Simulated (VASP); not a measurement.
SnTe5:

```
Sn Te
1.0
     6.63950    0.00000    0.00000
    -3.31975    5.74998    0.00000
     0.00000    0.00000    6.08773
Sn Te
1 5
Direct
  0.00000 0.00000 0.00000
  0.31303 0.00000 0.50000
  0.68697 0.68697 0.50000
  0.00000 0.31303 0.50000
  0.33333 0.66667 0.00000
  0.66667 0.33333 0.00000
```

The cell was generated, and may not be a known phase.

- Program: VASP 6.6.1
- Task: relaxation of cell and atoms
- Functional: PBE
- Potentials or basis: VASP PAW PBE potentials, release 64 (Sn_d, Te)
- Cutoff: 600 eV
- k mesh: 3 × 3 × 4
- Occupations: gaussian, width 0.1 eV
- Spin: no spin polarisation

At the start: pressure -6.9 GPa; volume 38.74 Å³/atom.

How do energy, volume and symmetry change on relaxing?

Over 19 steps the energy falls by 402.4 meV/atom and the volume is 30.82 Å³/atom (-20.4 %); space group P-62m (No. 189, to 0.1 Å) before and after.

Step by step:
```tsv
step	energy change (eV)	largest force (eV/Å)	pressure (GPa)	volume (Å³)
1	0.0000	0.4205	-6.92	232.41
2	-1.7142	0.1702	-1.44	180.52
3	-1.7583	0.2894	0.34	173.71
4	-2.0103	0.2889	1.31	170.42
5	-2.0537	0.2591	1.96	168.92
6	-2.0423	0.3607	3.57	165.70
7	-2.0665	0.2733	2.48	167.63
8	-2.1638	0.2545	-0.66	179.09
9	-2.1640	0.2517	-0.53	178.51
10	-2.1931	0.3187	-0.28	178.28
11	-2.3228	0.2489	0.68	177.34
12	-2.2093	0.3490	4.49	174.36
13	-2.3652	0.0489	1.83	176.41
14	-2.3719	0.0218	1.81	176.97
15	-2.3806	0.0529	1.78	178.63
16	-2.3916	0.0449	1.45	179.70
17	-2.4116	0.0214	0.52	182.93
18	-2.3975	0.0224	-1.10	189.51
19	-2.4147	0.0075	-0.01	184.92
```

Final structure:
```
CELL_PARAMETERS angstrom
6.83634 0.00000 0.00000
-3.41817 5.92045 0.00000
0.00000 0.00000 4.56887
ATOMIC_POSITIONS crystal
Sn 0.00000 0.00000 0.00000
Te 0.33879 0.00000 0.50000
Te 0.66121 0.66121 0.50000
Te 0.00000 0.33879 0.50000
Te 0.33333 0.66667 0.00000
Te 0.66667 0.33333 0.00000
```

Caveat: the k points lie up to 0.35 Å⁻¹ apart in the final cell, too coarse for converged energies and pressures of a metal; the volume moved by over 15 % at a fixed basis, so the end points are rough.
